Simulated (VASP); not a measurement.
Input of a VASP 6.6.1 run:

The input INCAR:

```
PREC = Accurate
ENCUT = 600
EDIFF = 1E-7
ISMEAR = 0
SIGMA = 0.02
LREAL = F
LASPH = T
NELM = 60
ALGO = Normal
ISIF = 4
LWAVE = F
LCHARG = F
GGA = PE
IBRION = 2
NSW = 50
EDIFFG = -0.01
```

The input KPOINTS:

```
regular mesh
0
Gamma
  12 12 4
```

Contents of POSCAR:

```
SnSe2
1.0
    3.9100841592      0.0000000000      0.0000000000
   -1.9550420796      3.3862322128      0.0000000000
    0.0000000000      0.0000000000      7.0572689605
Sn Se
1 2
Direct
    0.0000000000      0.0000000000      0.0000000000
    0.3333333333      0.6666666667      0.2281475590
    0.6666666667      0.3333333333      0.7718524410
```

Potentials or basis: VASP PAW PBE potentials, release 64 (Sn_d, Se).

Run with:

```sh
$ cat potpaw_PBE.64/Sn_d/POTCAR potpaw_PBE.64/Se/POTCAR > POTCAR
$ mpirun -np 1 vasp_std > vasp.out
```

Task: Predict the band gap on the k mesh.

Result: 0.71 eV, indirect (least direct gap 1.06 eV).

Step by step:
```csv
step,energy change (eV),largest force (eV/Å),pressure (GPa),volume (Å³)
1,0.0000,0.2220,-1.37,93.44
2,-0.0040,0.1397,-1.08,93.44
3,-0.0071,0.0013,-0.58,93.44
4,-0.0097,0.0099,-0.38,93.44
5,-0.0109,0.0245,-0.14,93.44
6,-0.0109,0.0238,-0.15,93.44
7,-0.0110,0.0031,-0.07,93.44
```

Caveat: the cell differs from its parent crystal (volume scaled by 1.03); spin-orbit coupling is left out, which moves the levels of the heavy elements; this functional lacks dispersion, which binds the layers, so the pressure and a relaxed spacing across them are unreliable. A k mesh can miss the band edges.
